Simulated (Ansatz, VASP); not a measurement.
## Ta2N: VASP beside Ansatz

Contents of INCAR:

```
PREC = Accurate ; ENCUT = 520
EDIFF = 1E-6 ; ISMEAR = 0
SIGMA = 0.15 ; LREAL = F
LASPH = T ; NELM = 60
ALGO = Normal ; ISIF = 2
LWAVE = F ; LCHARG = F
GGA = PS ; NBANDS = 20
```

The input KPOINTS:

```
Automatic mesh
0
Gamma
  18 18 12
```

POSCAR

```
Ta2N
1.0
    3.1207934407      0.0000000000      0.0000000000
   -1.5603967204      2.7026863997      0.0000000000
    0.0000000000      0.0000000000      4.6937639134
Ta N
2 1
Direct
    0.6666666667      0.3333333333      0.7462554482
    0.3333333333      0.6666666667      0.2537445518
    0.0000000000      0.0000000000      0.0000000000
```

Input for Ansatz:

```yaml
crystal:
  lattice:
    - [3.1207934407, 0.0, 0.0]
    - [-1.5603967204, 2.7026863997, 0.0]
    - [0.0, 0.0, 4.6937639134]
  atoms:
    - { symbol: Ta, position: [0.6666666667, 0.3333333333, 0.7462554482] }
    - { symbol: Ta, position: [0.3333333333, 0.6666666667, 0.2537445518] }
    - { symbol: "N", position: [0.0, 0.0, 0.0] }
basis:
  ecutwfc: 420
kpoints:
  mp_grid: { grid: [18, 18, 12] }
hamiltonian:
  xc: pbesol
scf:
  occupations: { method: gaussian, width: 0.15 }
output:
  forces: true
  stress: true
  eigenvalues: true
```

Alike in both runs: task single point; functional PBEsol; k mesh 18 × 18 × 12; occupations gaussian, width 0.15 eV; no spin polarisation.

```csv
,VASP,Ansatz
version,VASP 6.6.1,Ansatz 0.2.0
potentials or method,"VASP PAW PBE potentials, release 64 (Ta_pv, N), cutoff 520 eV","scalar-relativistic, plane waves, PAW"
valence electrons in the cell,27,31
```

```csv
,VASP,Ansatz,Ansatz less VASP
gap on the k mesh at the Fermi level (eV),none,none,-
pressure (GPa),0.9,0.3,-0.58
"traceless stress, the component that is largest in VASP (GPa)",6.40,6.47,+0.075
rms of the force components (eV/Å),0.123,0.150,+0.0271
```

VASP's potentials were made for PBE, not for PBEsol. Atom by atom the forces differ by 0.027 eV/Å (rms over components). A gap of «none» marks a metal or a gap that the smearing closes. VASP's potentials hold 27 valence electrons a cell and Ansatz's 31, so a difference there can come from the potentials and not from the codes.

Neither program's run includes spin-orbit coupling.
